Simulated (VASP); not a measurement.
A run of VASP 6.6.1 is set up as follows.

The input INCAR:

```
SYSTEM = NaF
ALGO = Normal ; EDIFF = 1E-6
ENCUT = 520 ; GGA = PE
ISIF = 2 ; ISMEAR = 0
LASPH = .True. ; LCHARG = .False.
LREAL = .False. ; LWAVE = .False.
NBANDS = 14 ; NELM = 80
PREC = Accurate ; SIGMA = 0.05
```

The input KPOINTS:

```
k-points
0
Gamma
  8 8 8
  0 0 0
```

Contents of POSCAR:

```
NaF
1.0
    0.0000000000      2.3581495000      2.3233000000
    2.3581495000      0.0000000000      2.3233000000
    2.3581495000      2.3581495000      0.0000000000
Na F
1 1
Direct
    0.0000000000      0.0000000000      0.0000000000
    0.5000000000      0.5000000000      0.5000000000
```

Potentials or basis: VASP PAW PBE potentials, release 64 (Na_pv, F).

Run with:

```bash
$ cat potpaw_PBE.64/Na_pv/POTCAR potpaw_PBE.64/F/POTCAR > POTCAR
$ mpirun -np 1 vasp_std > vasp.out
```

(1) Estimate the band gap on the k mesh.

(2) What does it give for the pressure?

Results:

(1) 6.10 eV, direct.

(2) 0.1 GPa.

Caveat: the cell differs from its parent crystal (strain +0.015 along x and y, +0.000 along z).
